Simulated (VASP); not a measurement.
# Li (P6_3/mmc) in VASP: elastic constants with LDA

Aim: the elastic constants of Li with LDA.

All numbers are computed with VASP 6.6.1; they aren't measurements. Logs are shortened: lines on timing, memory, paths and dates and some standing lists are left out, and cuts for length are marked.

### 1 The cell of the first run

It takes space group P6_3/mmc (No. 194, hexagonal). Conventional cell: a = 2.992 Å, b = 2.992 Å, c = 4.897 Å, α = 90.00°, β = 90.00°, γ = 120.00°. Li (site symmetry -6m2) has 12 Li at 2.99 to 3.00 Å within 3.9 Å.

This isn't the form of Li at room conditions, which is bcc.

### 2 Elastic constants, LDA

The input, INCAR:

```
  PREC = Accurate
  ENCUT = 600
  EDIFF = 1E-8
  ISMEAR = -1
  SIGMA = 0.05
  LREAL = F
  LASPH = T
  NELM = 100
  ALGO = Normal
  ISIF = 3
  LWAVE = F
  LCHARG = F
  IBRION = 6
  NFREE = 2
  POTIM = 0.015
  NSW = 1
```

The input, KPOINTS:

```
regular mesh
0
Gamma
  16 16 8
```

The input, POSCAR:

```
Li
1.0
    2.9915266495      0.0000000000      0.0000000000
   -1.4957633247      2.5907380745      0.0000000000
    0.0000000000      0.0000000000      4.8972519777
Li
2
Direct
    0.3333333333      0.6666666667      0.2500000000
    0.6666666667      0.3333333333      0.7500000000
```

Potentials or basis: VASP PAW LDA potentials, release 64 (Li_sv).

On the command line:

```bash
> cat potpaw_LDA.64/Li_sv/POTCAR > POTCAR
> mpirun -np 1 vasp_std > vasp.out
```

OUTCAR:

```text
PREC = Accurate
   ENCUT = 600
   EDIFF = 1E-8
   ISMEAR = -1
   LREAL = F
   LASPH = T
   NELM = 100
   ISIF = 3
   IBRION = 6
   NFREE = 2
   POTIM = 0.015
   NSW = 1

 ion  position               nearest neighbor table
   1  0.333  0.667  0.250-
   2  0.667  0.333  0.750-

  LATTYP: Found a hexagonal cell.
 ALAT       =     2.9915266495
 C/A-ratio  =     1.6370410668

  Lattice vectors:

 A1 = (   2.9915266495,   0.0000000000,   0.0000000000)
 A2 = (  -1.4957633247,   2.5907380745,   0.0000000000)
 A3 = (   0.0000000000,   0.0000000000,   4.8972519777)

Analysis of symmetry for initial positions (statically):
=====================================================================
 Subroutine PRICEL returns:
 Original cell was already a primitive cell.

 Routine SETGRP: Setting up the symmetry group for a
 hexagonal supercell.

 Subroutine GETGRP returns: Found 24 space group operations
 (whereof 12 operations were pure point group operations)
 out of a pool of 24 trial point group operations.

The static configuration has the point symmetry D_3d.
 The point group associated with its full space group is D_6h.

Analysis of symmetry for dynamics (positions and initial velocities):
=====================================================================
 Subroutine PRICEL returns:
 Original cell was already a primitive cell.

 Routine SETGRP: Setting up the symmetry group for a
 hexagonal supercell.

 Subroutine GETGRP returns: Found 24 space group operations
 (whereof 12 operations were pure point group operations)
 out of a pool of 24 trial point group operations.

The dynamic configuration has the point symmetry D_3d.
 The point group associated with its full space group is D_6h.

 Subroutine INISYM returns: Found 24 space group operations
 (whereof 12 operations are pure point group operations),
 and found     1 'primitive' translations

----------------------------------------------------------------------------------------

                                     Primitive cell

  volume of cell :      37.9550

  direct lattice vectors                    reciprocal lattice vectors
     2.991526649  0.000000000  0.000000000     0.334277483  0.192995195  0.000000000
    -1.495763325  2.590738074  0.000000000     0.000000000  0.385990390  0.000000000
     0.000000000  0.000000000  4.897251978     0.000000000  0.000000000  0.204196150

  length of vectors
     2.991526649  2.991526649  4.897251978     0.385990390  0.385990390  0.204196150

  position of ions in fractional coordinates (direct lattice)
     0.333333333  0.666666667  0.250000000
     0.666666667  0.333333333  0.750000000

  ion indices of the primitive-cell ions
   primitive index   ion index
                 1           1
                 2           2

----------------------------------------------------------------------------------------

 KPOINTS: regular mesh

Automatic generation of k-mesh.
 Grid dimensions read from file:
 generate k-points for:   16   16    8

 Generating k-lattice:

  Cartesian coordinates                     Fractional coordinates (reciprocal lattice)
     0.020892343  0.012062200  0.000000000     0.062500000  0.000000000  0.000000000
     0.000000000  0.024124399  0.000000000     0.000000000  0.062500000  0.000000000
[... 110 lines left out ...]

  FORCE on cell =-STRESS in cart. coord.  units (eV):
  Direction    XX          YY          ZZ          XY          YZ          ZX
  --------------------------------------------------------------------------------------
  -------------------------------------------------------------------------------------
  Total       -0.0363773     -0.0363773     -0.0341001     -0.0000000     -0.0000000      0.0000000
  in kB       -1.5355782     -1.5355782     -1.4394506     -0.0000000     -0.0000000      0.0000000
  external PRESSURE =      -1.5035357 kB  Pullay stress =       0.0000000 kB
[... 89 lines left out ...]
  FREE ENERGIE OF THE ION-ELECTRON SYSTEM (eV)
  ---------------------------------------------------
  free  energy   TOTEN  =        -4.0969445495 eV

  energy  without entropy=       -4.0894038978  energy(sigma->0) =       -4.09317422

[... ionic steps 4 to 14 ...]

--------------------------------------- Ionic step       15  -------------------------------------------

 number of electron       6.0000002 magnetization

------------------------ aborting loop because EDIFF is reached ----------------------------------------
[... 67 lines left out ...]
--------------------------------------- Ionic step       17  -------------------------------------------

 number of electron       6.0000006 magnetization

 Free energy of the ion-electron system (eV)
  ---------------------------------------------------
  ext. energy  EPLUGINS =         0.00000000
  ---------------------------------------------------
  free energy    TOTEN  =        -4.09703584 eV

  energy without entropy =       -4.08957046  energy(sigma->0) =       -4.09330315

 E-fermi :   0.7896     XC(G=0):  -7.3121

 val. band max:        0.7638287290   @ k =   0.3125   0.1250   0.5000
 cond. band min:       0.8069253810   @ k =   0.0625   0.0000   0.0000
 fundamental gap:      0.0430966520
 Fermi energy:         0.7896019360

 k-point     1 :       0.0000    0.0000    0.0000
  band No.  band energies     occupation
      1     -44.7274      2.00000
      2     -44.7016      2.00000
      3      -2.7848      2.00000
      4       0.7212      1.59397
      5       3.9555      0.00000
      6      13.6534      0.00000
      7      13.6534      0.00000
[... 221 lines left out ...]
 k-point    24 :       0.2500    0.1875    0.0000
  band No.  band energies     occupation
      1     -44.7049      2.00000
      2     -44.6933      2.00000
      3      -0.4565      2.00000
      4       3.8616      0.00000
      5       4.0675      0.00000
      6       5.8867      0.00000
      7       8.0787      0.00000

 [... further k-points ...]
[... 5 lines left out ...]
  --------------------------------------------------------------------------------------
  -------------------------------------------------------------------------------------
  Total       -0.0364259     -0.0364259     -0.0342003     -0.0000000      0.0000000     -0.0000000
  in kB       -1.5376310     -1.5376310     -1.4436817     -0.0000000      0.0000000     -0.0000000
  external PRESSURE =      -1.5063146 kB  Pullay stress =       0.0000000 kB
[... 17 lines left out ...]
  FREE ENERGIE OF THE ION-ELECTRON SYSTEM (eV)
  ---------------------------------------------------
  free  energy   TOTEN  =        -4.0970358424 eV

  energy  without entropy=       -4.0895704613  energy(sigma->0) =       -4.09330315

 INTERNAL STRAIN TENSORS FROM STRAINED CELLS
 ============================================

 INTERNAL STRAIN TENSOR FOR ION    1 for displacements in x,y,z  (eV/Angst):
          X           Y           Z          XY          YZ          ZX
  --------------------------------------------------------------------------------
  x    -0.00000     0.00000     0.00000    -0.47761    -0.00000     0.00000
  y    -0.47768     0.47367    -0.00000     0.00005    -0.00002     0.00001
  z     0.00000     0.00000     0.00000     0.00000     0.00054     0.00000

 INTERNAL STRAIN TENSORS FROM DISPLACED ATOMS
 ============================================

 INTERNAL STRAIN TENSOR FOR ION    1 for displacements in x,y,z  (eV/Angst):
          X           Y           Z          XY          YZ          ZX
  --------------------------------------------------------------------------------
  x    -0.00000     0.00000     0.00000    -0.47917     0.00000     0.00000
  y    -0.47917     0.47917    -0.00000     0.00000     0.00000     0.00000
  z     0.00000     0.00000     0.00000     0.00000     0.00000    -0.00000

 INTERNAL STRAIN TENSOR FOR ION    2 for displacements in x,y,z  (eV/Angst):
          X           Y           Z          XY          YZ          ZX
  --------------------------------------------------------------------------------
  x     0.00000    -0.00000    -0.00000     0.47917     0.00000     0.00000
  y     0.47917    -0.47917     0.00000    -0.00000     0.00000     0.00000
  z    -0.00000    -0.00000    -0.00000    -0.00000     0.00000     0.00000

 Eigenvectors and eigenvalues of the dynamical matrix
 ----------------------------------------------------

   1 f  =    9.768214 THz    61.375501 2PiTHz  325.832561 cm-1    40.398071 meV
             X         Y         Z           dx          dy          dz
     -0.000000  1.727159  1.224313     0.000000    0.000000   -0.707107
      1.495763  0.863579  3.672939     0.000000   -0.000000    0.707107
[... 11 lines left out ...]
   4 f  =    0.000000 THz     0.000000 2PiTHz    0.000001 cm-1     0.000000 meV
             X         Y         Z           dx          dy          dz
     -0.000000  1.727159  1.224313     0.138018    0.690959    0.059385
      1.495763  0.863579  3.672939     0.138018    0.690959    0.059385

   5 f/i=    0.000000 THz     0.000000 2PiTHz    0.000002 cm-1     0.000000 meV
             X         Y         Z           dx          dy          dz
     -0.000000  1.727159  1.224313     0.693493   -0.137128   -0.016241
      1.495763  0.863579  3.672939     0.693493   -0.137128   -0.016241

   6 f/i=    0.000000 THz     0.000001 2PiTHz    0.000004 cm-1     0.000001 meV
             X         Y         Z           dx          dy          dz
     -0.000000  1.727159  1.224313    -0.004353    0.061412   -0.704421
      1.495763  0.863579  3.672939    -0.004353    0.061412   -0.704421

--------------------------------------------------------------------------------------------------------

 ELASTIC MODULI CONTR FROM IONIC RELAXATION (kBar)
 Direction    XX          YY          ZZ          XY          YZ          ZX
 --------------------------------------------------------------------------------
 XX         -45.8856     45.8856     -0.0000     -0.0000      0.0000      0.0000
 YY          45.8856    -45.8856      0.0000     -0.0000      0.0000      0.0000
 ZZ          -0.0000      0.0000     -0.0000      0.0000      0.0000      0.0000
 XY          -0.0000     -0.0000      0.0000    -45.8856      0.0000      0.0000
 YZ           0.0000      0.0000      0.0000      0.0000      0.0000      0.0000
 ZX           0.0000      0.0000      0.0000      0.0000      0.0000     -0.0000
 --------------------------------------------------------------------------------

 TOTAL ELASTIC MODULI (kBar)
 Direction    XX          YY          ZZ          XY          YZ          ZX
 --------------------------------------------------------------------------------
 XX         242.4319    137.7093     43.7192      0.0000     -0.0000      0.0000
 YY         137.7093    242.4319     43.7192      0.0000     -0.0000      0.0000
 ZZ          43.7192     43.7192    339.8404      0.0000     -0.0000      0.0000
 XY           0.0000      0.0000      0.0000     52.3613      0.0000      0.0000
 YZ          -0.0000      0.0000     -0.0000      0.0000     33.6353      0.0000
 ZX           0.0000      0.0000      0.0000     -0.0000      0.0000     33.6353
 --------------------------------------------------------------------------------
```

Run time: 5.6 min. Hardware: 1 thread of Intel Xeon 6975P-C (Granite Rapids), shared host; peak memory 0.43 GiB.

Results:

```
Voigt bulk modulus            : 14 GPa
Highest phonon frequency at Γ : 326 cm⁻¹
```

Phonon frequencies in cm⁻¹ (negative: imaginary):
```csv
q point,frequencies
"(0.000, 0.000, 0.000)",0 0 0 128 128 326
```

Elastic tensor in Voigt notation (GPa, in the Cartesian axes of the cell as first typed):
```
24 14  4  0  0  0
14 24  4  0  0  0
 4  4 34  0  0  0
 0  0  0  3  0  0
 0  0  0  0  3  0
 0  0  0  0  0  5
```

Clamped-ion elastic tensor (GPa):
```
29  9  4  0  0  0
 9 29  4  0  0  0
 4  4 34  0  0  0
 0  0  0  3  0  0
 0  0  0  0  3  0
 0  0  0  0  0 10
```

Caveat: the cutoff is under 1.25 times the usual one of these potentials, so pressure, stress and relaxed cells hold a basis-set (Pulay) error.
